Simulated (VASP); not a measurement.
Write the native input for VASP 6.6.1 that does the following.

```yaml
Task: single point
Functional: PBE
Potentials_or_basis: VASP PAW PBE potentials, release 64 (P, Ga_d, As)
Cutoff: 520 eV
k_mesh: 6 × 6 × 6
Occupations: gaussian, width 0.01 eV
Spin: no spin polarisation
Dipole_correction: no
Further_INCAR_settings: ALGO = Normal; EDIFF = 1e-06; NBANDS = 46
```

The structure of Ga4As3P lies in POSCAR:

```
Ga4As3P
1.0
   -2.8058871115      2.8058871115      5.6106343043
    2.8058871115     -2.8058871115      5.6106343043
    2.8058871115      2.8058871115     -5.6106343043
P Ga As
1 4 3
Direct
    0.0000000000      0.0000000000      0.0000000000
    0.6333247870      0.6333247870      0.5123560537
    0.8790312668      0.3666752130      0.0000000000
    0.1209687332      0.1209687332      0.4876439463
    0.3666752130      0.8790312668      0.0000000000
    0.2500000000      0.7500000000      0.5000000000
    0.5000000000      0.5000000000      0.0000000000
    0.7500000000      0.2500000000      0.5000000000
```

One way to write it, as run:

INCAR

```
SYSTEM = Ga4As3P
ALGO = Normal
EDIFF = 1E-6
ENCUT = 520
GGA = PE
ISIF = 2
ISMEAR = 0
LASPH = .TRUE.
LCHARG = .FALSE.
LREAL = .FALSE.
LWAVE = .FALSE.
NBANDS = 46
NELM = 60
PREC = Accurate
SIGMA = 0.01
```

KPOINTS

```
k-points
0
G
  6 6 6
  0 0 0
```

Potentials or basis: VASP PAW PBE potentials, release 64 (P, Ga_d, As).

Command:

```sh
$ cat potpaw_PBE.64/P/POTCAR potpaw_PBE.64/Ga_d/POTCAR potpaw_PBE.64/As/POTCAR > POTCAR
$ mpirun -np 1 vasp_std > vasp.out
```

It gave:

```json
{
 "Pressure": "2.9 GPa",
 "Largest force": "0.063 eV/Å",
 "Band gap on the k mesh": "0.79 eV"
}
```

Caveat: semilocal functionals underestimate gaps, and a narrow one can read as zero.

Wall time 4.2 min on 1 thread of Intel(R) Xeon(R) Platinum 8488C (Sapphire Rapids), on a shared host, peak memory 0.53 GiB.
